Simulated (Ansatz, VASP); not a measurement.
**RbGeN in VASP and in Ansatz**

INCAR

```
SYSTEM = RbGeN
  PREC = Accurate
  ENCUT = 600
  EDIFF = 1E-7
  ISMEAR = 0
  SIGMA = 0.1
  LREAL = .FALSE.
  LASPH = .TRUE.
  NELM = 60
  ALGO = Normal
  ISIF = 3
  LWAVE = .FALSE.
  LCHARG = .FALSE.
  GGA = PE
  IBRION = 2
  NSW = 90
  EDIFFG = -0.04
```

File KPOINTS:

```
Automatic mesh
0
G
  6 6 4
  0 0 0
```

Contents of POSCAR:

```
RbGeN
1.0
    1.5091594673     -6.8160504143      0.0000000000
    1.5091594673      6.8160504143      0.0000000000
    0.0000000000      0.0000000000      5.7597371850
Rb Ge N
2 2 2
Direct
    0.3284188502      0.6715811498      0.2500000000
    0.6715811498      0.3284188502      0.7500000000
    0.4460288431      0.5539711569      0.7500000000
    0.5539711569      0.4460288431      0.2500000000
    0.0000000000      0.0000000000      0.5000000000
    0.0000000000      0.0000000000      0.0000000000
```

Input for Ansatz:

```yaml
crystal:
  lattice:
    - [1.5091594673, -6.8160504143, 0.0]
    - [1.5091594673, 6.8160504143, 0.0]
    - [0.0, 0.0, 5.759737185]
  atoms:
    - { symbol: Rb, position: [0.3284188502, 0.6715811498, 0.25] }
    - { symbol: Rb, position: [0.6715811498, 0.3284188502, 0.75] }
    - { symbol: Ge, position: [0.4460288431, 0.5539711569, 0.75] }
    - { symbol: Ge, position: [0.5539711569, 0.4460288431, 0.25] }
    - { symbol: "N", position: [0.0, 0.0, 0.5] }
    - { symbol: "N", position: [0.0, 0.0, 0.0] }
basis:
  ecutwfc: 420
kpoints:
  mp_grid: { grid: [6, 6, 4] }
hamiltonian:
  xc: pbe
scf:
  occupations: { method: gaussian, width: 0.1 }
  lower_state_search: "off"
output:
  forces: true
  stress: true
  eigenvalues: true
relax:
  adjacent_minimum: "off"
  f_tol: 0.04
  max_steps: 70
  cell: { stress_tol: 0.4 }
```

Change from the starting cell: species swapped into the YAlGe type (Cmcm, No. 63).

Alike in both runs: task relaxation of cell and atoms; functional PBE; k mesh 6 × 6 × 4; occupations gaussian, width 0.1 eV; no spin polarisation.

|  | VASP | Ansatz |
| --- | --- | --- |
| version | VASP 6.6.1 | Ansatz 0.2.0 |
| potentials or method | VASP PAW PBE potentials, release 64 (Rb_sv, Ge_d, N), cutoff 600 eV | scalar-relativistic, plane waves, PAW |
| valence electrons in the cell | 56 | 56 |

|  | VASP | Ansatz | Ansatz less VASP |
| --- | --- | --- | --- |
| relaxed volume (Å³/atom) | 19.78 | 19.83 | +0.055 |
| relaxed cell length with the largest relative difference (Å) | 7.051 | 7.069 | +0.0179 |
